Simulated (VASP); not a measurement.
# Ca (Im-3m) in VASP: notebook, part 2 of 2

VASP 6.6.1. Earlier steps stand in the parts before.

## (3) Single point, BLYP

This run uses another cell than the first one, of 42.12 Å³/atom, 0.957 times its volume.

INCAR reads:

```
SYSTEM = Ca
  PREC = Accurate
  ENCUT = 520
  EDIFF = 1E-6
  ISMEAR = -1
  SIGMA = 0.05
  LREAL = .False.
  LASPH = .True.
  NELM = 100
  ALGO = Normal
  ISIF = 2
  LWAVE = .False.
  LCHARG = .False.
  GGA = B5
  ALDAX = 1.0
  AGGAX = 1.0
  AGGAC = 1.0
  ALDAC = 0.0
  NBANDS = 11
```

KPOINTS reads:

```
regular mesh
0
Gamma
  8 8 8
  0 0 0
```

POSCAR reads:

```
Ca
1.0
   -2.1919151434      2.1919151434      2.1919151434
    2.1919151434     -2.1919151434      2.1919151434
    2.1919151434      2.1919151434     -2.1919151434
Ca
1
Direct
    0.0000000000      0.0000000000      0.0000000000
```

Potentials or basis: VASP PAW PBE potentials, release 64 (Ca_sv).

Command:

```sh
$ cat potpaw_PBE.64/Ca_sv/POTCAR > POTCAR
$ mpirun -np 1 vasp_std > vasp.out
```

OUTCAR:

```text
SYSTEM = Ca
   PREC = Accurate
   ENCUT = 520
   EDIFF = 1E-6
   ISMEAR = -1
   LREAL = .False.
   LASPH = .True.
   NELM = 100
   ISIF = 2
   GGA = B5

 ion  position               nearest neighbor table
   1  0.000  0.000  0.000-

  LATTYP: Found a body centered cubic cell.
 ALAT       =     4.3838302868

  Lattice vectors:

 A1 = (  -2.1919151434,   2.1919151434,   2.1919151434)
 A2 = (   2.1919151434,  -2.1919151434,   2.1919151434)
 A3 = (   2.1919151434,   2.1919151434,  -2.1919151434)

Analysis of symmetry for initial positions (statically):
=====================================================================
 Subroutine PRICEL returns:
 Original cell was already a primitive cell.

 Routine SETGRP: Setting up the symmetry group for a
 body centered cubic supercell.

 Subroutine GETGRP returns: Found 48 space group operations
 (whereof 48 operations were pure point group operations)
 out of a pool of 48 trial point group operations.

The static configuration has the point symmetry O_h .

Analysis of symmetry for dynamics (positions and initial velocities):
=====================================================================
 Subroutine PRICEL returns:
 Original cell was already a primitive cell.

 Routine SETGRP: Setting up the symmetry group for a
 body centered cubic supercell.

 Subroutine GETGRP returns: Found 48 space group operations
 (whereof 48 operations were pure point group operations)
 out of a pool of 48 trial point group operations.

The dynamic configuration has the point symmetry O_h .

 Subroutine INISYM returns: Found 48 space group operations
 (whereof 48 operations are pure point group operations),
 and found     1 'primitive' translations

----------------------------------------------------------------------------------------

                                     Primitive cell

  volume of cell :      42.1242

  direct lattice vectors                    reciprocal lattice vectors
    -2.191915143  2.191915143  2.191915143     0.000000000  0.228111020  0.228111020
     2.191915143 -2.191915143  2.191915143     0.228111020  0.000000000  0.228111020
     2.191915143  2.191915143 -2.191915143     0.228111020  0.228111020  0.000000000

  length of vectors
     3.796508394  3.796508394  3.796508394     0.322597699  0.322597699  0.322597699

  position of ions in fractional coordinates (direct lattice)
     0.000000000  0.000000000  0.000000000

  ion indices of the primitive-cell ions
   primitive index   ion index
                 1           1

----------------------------------------------------------------------------------------

 KPOINTS: regular mesh

Automatic generation of k-mesh.
 Grid dimensions read from file:
 generate k-points for:    8    8    8

 Generating k-lattice:

  Cartesian coordinates                     Fractional coordinates (reciprocal lattice)
     0.000000000  0.028513878  0.028513878     0.125000000  0.000000000  0.000000000
     0.028513878  0.000000000  0.028513878     0.000000000  0.125000000  0.000000000
     0.028513878  0.028513878  0.000000000     0.000000000  0.000000000  0.125000000

  Length of vectors
     0.040324712  0.040324712  0.040324712

  Shift w.r.t. Gamma in fractional coordinates (k-lattice)
     0.000000000  0.000000000  0.000000000

 Subroutine IBZKPT returns following result:
 ===========================================

 Found     29 irreducible k-points:

 Following reciprocal coordinates:
            Coordinates               Weight
  0.000000  0.000000  0.000000      1.000000
  0.125000  0.000000  0.000000     12.000000
  0.250000  0.000000  0.000000     12.000000
  0.375000  0.000000  0.000000     12.000000
  0.500000  0.000000  0.000000      6.000000
  0.125000  0.125000  0.000000     24.000000
[... 16 lines left out ...]
 -0.250000  0.250000  0.250000      6.000000
 -0.375000  0.375000  0.250000     24.000000
 [... further k-points ...]
   k-points           NKPTS =     29   k-points in BZ     NKDIM =     29   number of bands    NBANDS=     11
   number of dos      NEDOS =    301   number of ions     NIONS =      1
   total plane-waves  NPLWV =  21952
   dimension x,y,z NGX =    28 NGY =   28 NGZ =   28
   dimension x,y,z NGXF=    56 NGYF=   56 NGZF=   56
   ions per type =               1
   NGX,Y,Z   is equivalent  to a cutoff of  12.26, 12.26, 12.26 a.u.
   NGXF,Y,Z  is equivalent  to a cutoff of  24.52, 24.52, 24.52 a.u.
 SYSTEM =  Ca
   PREC   = accura    normal or accurate (medium, high low for compatibility)
   ISTART =      0    job   : 0-new  1-cont  2-samecut
   ICHARG =      2    charge: 1-file 2-atom 10-const
   ISPIN  =      1    spin polarized calculation?
   LNONCOLLINEAR =      F non collinear calculations
   LSORBIT =      F    spin-orbit coupling
   LASPH  =      T    aspherical Exc in radial PAW
   ENCUT  =  520.0 eV  38.22 Ry    6.18 a.u.   7.06  7.06  7.06*2*pi/ulx,y,z
   NELM   =    100;   NELMIN=  2; NELMDL= -5     # of ELM steps
   EDIFF  = 0.1E-05   stopping-criterion for ELM
   LREAL  =      F    real-space projection
   EDIFFG = 0.1E-04   stopping-criterion for IOM
   NSW    =      0    number of steps for IOM
   IBRION =     -1    ionic relax: 0-MD 1-quasi-New 2-CG
   NFREE  =      0    steps in history (QN), initial steepest desc. (CG)
   ISIF   =      2    stress and relaxation
   ISYM   =      2    0-nonsym 1-usesym 2-fastsym
   POTIM  = 0.5000    time-step for ionic-motion
   TEBEG  =    0.0;   TEEND  =   0.0 temperature during run
   PSTRESS=    0.0 pullay stress
   NELECT =      10.0000    total number of electrons
   NUPDOWN=      -1.0000    fix difference up-down
   EMIN   =  10.00;   EMAX   =-10.00  energy-range for DOS
   EFERMI =   0.00;   METHOD = LEGACY
   ISMEAR =    -1;   SIGMA  =   0.05  broadening in eV -4-tet -1-fermi 0-gaus
   EFERMI_NEDOS =   21; number of points for ismear=-14 and -15
   IALGO  =     38    algorithm
   IMIX   =      4    mixing-type and parameters
     AMIX     =   0.40;   BMIX     =  1.00
     AMIX_MAG =   1.60;   BMIX_MAG =  1.00
  volume/ion in A,a.u.               =      42.12       284.27
  Fermi-wavevector in a.u.,A,eV,Ry     =   1.013673  1.915564 13.980427  1.027532
  Thomas-Fermi vector in A             =   2.146855
   LORBIT       =      0    0 simple, 1 ext, 2 COOP (PROOUT), +10 PAW based schemes
   GGA     = B5    functional components
   LHFCALC =     F    Hartree Fock is set to
   AEXX    =    0.0000 exact exchange contribution
   IVDW    =     0    specifies the selected vdW correction
   LEPSILON=     F    determine dielectric tensor
   LRPA    =     F    only Hartree local field effects (RPA)
 non-spin polarized calculation
  energy-cutoff  :      520.00
  volume of cell :       42.12
 maximum number of plane-waves:      1157
   NGX = 15   NGY = 15   NGZ = 15

 number of electron      10.0000002 magnetization

 Free energy of the ion-electron system (eV)
  ---------------------------------------------------
  ext. energy  EPLUGINS =         0.00000000
  ---------------------------------------------------
  free energy    TOTEN  =        -1.23248384 eV

  energy without entropy =       -1.22061445  energy(sigma->0) =       -1.22654915

 E-fermi :   2.4457     XC(G=0):  -7.3078

 val. band max:        2.4436423809   @ k =   0.5000   0.5000   0.2500
 cond. band min:       2.4959268809   @ k =   0.5000   0.5000   0.1250
 fundamental gap:      0.0522844999
 Fermi energy:         2.4456991597

 k-point     1 :       0.0000    0.0000    0.0000
  band No.  band energies     occupation
      1     -39.5881      2.00000
      2     -20.6251      2.00000
      3     -20.6251      2.00000
      4     -20.6251      2.00000
      5      -1.5716      2.00000
      6       4.5583      0.00000
      7       4.5583      0.00000
      8       4.5583      0.00000
      9       5.5769      0.00000
     10       5.5769      0.00000
     11      12.7894      0.00000

 k-point     2 :       0.1250    0.0000    0.0000
  band No.  band energies     occupation
      1     -39.5858      2.00000
      2     -20.6462      2.00000
      3     -20.6321      2.00000
      4     -20.6250      2.00000
      5      -1.2896      2.00000
      6       4.4013      0.00000
      7       4.4399      0.00000
      8       4.7674      0.00000
      9       5.4254      0.00000
     10       5.5859      0.00000
     11      12.2530      0.00000
[... 295 lines left out ...]
 k-point    24 :      -0.3750    0.3750    0.2500
  band No.  band energies     occupation
      1     -39.5689      2.00000
      2     -20.7309      2.00000
      3     -20.6928      2.00000
      4     -20.6782      2.00000
      5       1.4638      2.00000
      6       3.0940      0.00000
      7       4.4686      0.00000
      8       4.6525      0.00000
      9       5.6969      0.00000
     10       5.9947      0.00000
     11       8.6263      0.00000

 [... further k-points ...]
[... 5 lines left out ...]
  --------------------------------------------------------------------------------------
  -------------------------------------------------------------------------------------
  Total        0.0130503      0.0130503      0.0130503      0.0000000      0.0000000     -0.0000000
  in kB        0.4963636      0.4963636      0.4963636      0.0000000      0.0000000     -0.0000000
  external PRESSURE =       0.4963636 kB  Pullay stress =       0.0000000 kB

 VOLUME and BASIS-vectors are now :
 -----------------------------------------------------------------------------
  energy-cutoff  :      520.00
  volume of cell :       42.12
      direct lattice vectors                 reciprocal lattice vectors
    -2.191915143  2.191915143  2.191915143     0.000000000  0.228111020  0.228111020
     2.191915143 -2.191915143  2.191915143     0.228111020  0.000000000  0.228111020
     2.191915143  2.191915143 -2.191915143     0.228111020  0.228111020  0.000000000

 POSITION                                       TOTAL-FORCE (eV/Angst)
 -----------------------------------------------------------------------------------
      0.00000      0.00000      0.00000        -0.000000      0.000000     -0.000000
 -----------------------------------------------------------------------------------
    total drift:                               -0.000000     -0.000000     -0.000000

  FREE ENERGIE OF THE ION-ELECTRON SYSTEM (eV)
  ---------------------------------------------------
  free  energy   TOTEN  =        -1.2324838417 eV

  energy  without entropy=       -1.2206144526  energy(sigma->0) =       -1.22654915
```

OSZICAR:

```text
N       E                     dE             d eps       ncg     rms          rms(c)
DAV:   1     0.689280249205E+02    0.68928E+02   -0.49673E+03   638   0.825E+02
DAV:   2     0.439142136538E+00   -0.68489E+02   -0.67804E+02   701   0.210E+02
DAV:   3    -0.117510504839E+01   -0.16142E+01   -0.15897E+01   962   0.311E+01
DAV:   4    -0.124082279020E+01   -0.65718E-01   -0.65495E-01   845   0.494E+00
DAV:   5    -0.124144566523E+01   -0.62288E-03   -0.62283E-03   914   0.472E-01    0.192E+00
DAV:   6    -0.123059979025E+01    0.10846E-01   -0.20953E-02   787   0.131E+00    0.120E+00
DAV:   7    -0.123245678366E+01   -0.18570E-02   -0.28697E-02   744   0.148E+00    0.139E-01
DAV:   8    -0.123228325025E+01    0.17353E-03   -0.26931E-03   751   0.549E-01    0.263E-02
DAV:   9    -0.123247897389E+01   -0.19572E-03   -0.49200E-04   793   0.128E-01    0.195E-02
DAV:  10    -0.123248512196E+01   -0.61481E-05   -0.33284E-05   778   0.516E-02    0.187E-03
DAV:  11    -0.123248394409E+01    0.11779E-05   -0.14068E-06   811   0.817E-03    0.385E-04
DAV:  12    -0.123248384166E+01    0.10243E-06   -0.22038E-07   409   0.254E-03
   1 F= -.12324838E+01 E0= -.12265491E+01  d E =-.118694E-01
```

Wall time 11 s (1 thread of Intel Xeon Platinum 8488C (Sapphire Rapids), shared host); peak memory 0.15 GiB.

What came out:

```
Free energy            : -1.2325 eV
Pressure               : 0.0 GPa
Band gap on the k mesh : zero (band 5 reaches 2.78 eV, above the bottom of band 6 at 2.42 eV)
```

Caveat: the PAW data sets were made with another functional, which shifts forces and pressure a little.

## (4) Single point, RPBE

This run uses another cell than the first one, of 44.53 Å³/atom, 1.012 times its volume.

INCAR reads:

```
ALGO     = Normal         # electronic algorithm
EDIFF    = 1E-6           # SCF threshold, eV
ENCUT    = 520            # plane-wave cutoff, eV
GGA      = RP             # functional
ISIF     = 2              # what is computed and relaxed
ISMEAR   = -1             # smearing method
LASPH    = T              # aspherical terms in the spheres
LCHARG   = F              # write CHGCAR
LREAL    = F              # projectors in reciprocal space
LWAVE    = F              # write WAVECAR
NBANDS   = 11             # bands
NELM     = 80             # most SCF steps
PREC     = Accurate       # precision mode
SIGMA    = 0.05           # smearing width, eV
```

KPOINTS reads:

```
k-points
0
Gamma
  8 8 8
```

POSCAR reads:

```
Ca
1.0
   -2.2329001890      2.2329001890      2.2329001890
    2.2329001890     -2.2329001890      2.2329001890
    2.2329001890      2.2329001890     -2.2329001890
Ca
1
Direct
    0.0000000000      0.0000000000      0.0000000000
```

Potentials or basis: VASP PAW PBE potentials, release 64 (Ca_sv).

Command:

```sh
$ cat potpaw_PBE.64/Ca_sv/POTCAR > POTCAR
$ mpirun -np 1 vasp_std > vasp.out
```

OUTCAR:

```text
EDIFF = 1E-6
   ENCUT = 520
   GGA = RP
   ISIF = 2
   ISMEAR = -1
   LASPH = T
   LREAL = F
   NELM = 80
   PREC = Accurate

 ion  position               nearest neighbor table
   1  0.000  0.000  0.000-

  LATTYP: Found a body centered cubic cell.
 ALAT       =     4.4658003780

  Lattice vectors:

 A1 = (  -2.2329001890,   2.2329001890,   2.2329001890)
 A2 = (   2.2329001890,  -2.2329001890,   2.2329001890)
 A3 = (   2.2329001890,   2.2329001890,  -2.2329001890)

[... 504 lines left out ...]
      2     -21.3500      2.00000
      3     -21.3200      2.00000
      4     -21.3081      2.00000
      5       0.8892      2.00000
      6       2.6536      0.00000
      7       4.0097      0.00000
      8       4.1815      0.00000
      9       5.2107      0.00000
     10       5.5496      0.00000
     11       7.8931      0.00000

 [... further k-points ...]
[... 5 lines left out ...]
  --------------------------------------------------------------------------------------
  -------------------------------------------------------------------------------------
  Total        0.0035390      0.0035390      0.0035390      0.0000000      0.0000000     -0.0000000
  in kB        0.1273270      0.1273270      0.1273270      0.0000000      0.0000000     -0.0000000
  external PRESSURE =       0.1273270 kB  Pullay stress =       0.0000000 kB

 VOLUME and BASIS-vectors are now :
 -----------------------------------------------------------------------------
  energy-cutoff  :      520.00
  volume of cell :       44.53
      direct lattice vectors                 reciprocal lattice vectors
    -2.232900189  2.232900189  2.232900189     0.000000000  0.223924026  0.223924026
     2.232900189 -2.232900189  2.232900189     0.223924026  0.000000000  0.223924026
     2.232900189  2.232900189 -2.232900189     0.223924026  0.223924026  0.000000000

 POSITION                                       TOTAL-FORCE (eV/Angst)
 -----------------------------------------------------------------------------------
      0.00000      0.00000      0.00000         0.000000      0.000000      0.000000
 -----------------------------------------------------------------------------------
    total drift:                               -0.000000     -0.000000      0.000000

  FREE ENERGIE OF THE ION-ELECTRON SYSTEM (eV)
  ---------------------------------------------------
  free  energy   TOTEN  =        -1.7332317570 eV

  energy  without entropy=       -1.7197222899  energy(sigma->0) =       -1.72647702
```

It took 8.9 s on 1 thread of Intel Xeon Platinum 8488C (Sapphire Rapids), shared host; peak memory 0.16 GiB.

What came out:

```
Free energy            : -1.7332 eV
Pressure               : 0.0 GPa
Band gap on the k mesh : zero (band 5 reaches 2.25 eV, above the bottom of band 6 at 1.81 eV)
```

Caveat: the PAW data sets were made with another functional, which shifts forces and pressure a little.

## (5) Single point, LDA

This run uses another cell than the first one, of 44.96 Å³/atom, 1.022 times its volume.

INCAR reads:

```
ALGO = Normal
EDIFF = 1E-7
ENCUT = 520
GGA = CA
ISIF = 2
ISMEAR = 0
LASPH = True
LCHARG = False
LREAL = False
LWAVE = False
NBANDS = 11
NELM = 80
PREC = Accurate
SIGMA = 0.02
```

KPOINTS is that of step 4.

POSCAR reads:

```
Ca
1.0
   -2.2400000000      2.2400000000      2.2400000000
    2.2400000000     -2.2400000000      2.2400000000
    2.2400000000      2.2400000000     -2.2400000000
Ca
1
Direct
    0.0000000000      0.0000000000      0.0000000000
```

Potentials or basis: VASP PAW LDA potentials, release 64 (Ca_sv).

Command:

```sh
$ cat potpaw_LDA.64/Ca_sv/POTCAR > POTCAR
$ mpirun -np 1 vasp_std > vasp.out
```

OUTCAR:

```text
EDIFF = 1E-7
   ENCUT = 520
   GGA = CA
   ISIF = 2
   ISMEAR = 0
   LASPH = True
   LREAL = False
   NELM = 80
   PREC = Accurate

 ion  position               nearest neighbor table
   1  0.000  0.000  0.000-

  LATTYP: Found a body centered cubic cell.
 ALAT       =     4.4800000000

  Lattice vectors:

 A1 = (  -2.2400000000,   2.2400000000,   2.2400000000)
 A2 = (   2.2400000000,  -2.2400000000,   2.2400000000)
 A3 = (   2.2400000000,   2.2400000000,  -2.2400000000)

[... 504 lines left out ...]
      1     -40.1579      2.00000
      2     -21.4735      2.00000
      3     -21.4428      2.00000
      4     -21.4305      2.00000
      5       0.5831      2.00000
      6       2.2777      0.00000
      7       3.5437      0.00000
      8       3.7148      0.00000
      9       4.6957      0.00000
     10       5.0250      0.00000
     11       7.3910      0.00000

 [... further k-points ...]
[... 5 lines left out ...]
  --------------------------------------------------------------------------------------
  -------------------------------------------------------------------------------------
  Total       -0.6860482     -0.6860482     -0.6860482     -0.0000000     -0.0000000      0.0000000
  in kB      -24.4490054    -24.4490054    -24.4490054     -0.0000000     -0.0000000      0.0000000
  external PRESSURE =     -24.4490054 kB  Pullay stress =       0.0000000 kB

 VOLUME and BASIS-vectors are now :
 -----------------------------------------------------------------------------
  energy-cutoff  :      520.00
  volume of cell :       44.96
      direct lattice vectors                 reciprocal lattice vectors
    -2.240000000  2.240000000  2.240000000     0.000000000  0.223214286  0.223214286
     2.240000000 -2.240000000  2.240000000     0.223214286  0.000000000  0.223214286
     2.240000000  2.240000000 -2.240000000     0.223214286  0.223214286  0.000000000

 POSITION                                       TOTAL-FORCE (eV/Angst)
 -----------------------------------------------------------------------------------
      0.00000      0.00000      0.00000        -0.000000      0.000000     -0.000000
 -----------------------------------------------------------------------------------
    total drift:                               -0.000000     -0.000000      0.000000

  FREE ENERGIE OF THE ION-ELECTRON SYSTEM (eV)
  ---------------------------------------------------
  free  energy   TOTEN  =        -2.1289191424 eV

  energy  without entropy=       -2.1284761609  energy(sigma->0) =       -2.12869765
```

Run time: 8.4 s. Hardware: 1 thread of Intel Xeon 6975P-C, shared host; peak memory 0.15 GiB.

Results:

```yaml
Free_energy: -2.1289 eV
Pressure: -2.4 GPa
Band_gap_on_the_k_mesh: zero (band 5 reaches 1.90 eV, above the bottom of band 6 at 1.57 eV)
```

## (6) The runs side by side

| level | potentials or basis | cell | smearing | gap on the mesh (eV) | pressure (GPa) |
| --- | --- | --- | --- | --- | --- |
| revPBE | VASP PAW PBE potentials, release 64 (Ca_sv) | a = 3.852 Å, angles 109.5°, 1 atom | fermi-dirac 0.05 eV | none | 0.0 |
| BLYP | VASP PAW PBE potentials, release 64 (Ca_sv) | a = 3.797 Å, angles 109.5°, 1 atom | fermi-dirac 0.05 eV | none | 0.0 |
| RPBE | VASP PAW PBE potentials, release 64 (Ca_sv) | a = 3.867 Å, angles 109.5°, 1 atom | fermi-dirac 0.05 eV | none | 0.0 |
| LDA | VASP PAW LDA potentials, release 64 (Ca_sv) | a = 3.880 Å, angles 109.5°, 1 atom | gaussian 0.02 eV | none | -2.4 |

Alike in all rows: task single point; no spin polarisation; k mesh 8 × 8 × 8; cutoff (eV) 520.

Caveats: the PAW data sets were made with another functional, which shifts forces and pressure a little (some runs).

Total energies depend on the potentials used, so only differences within one code and one set of settings carry meaning.
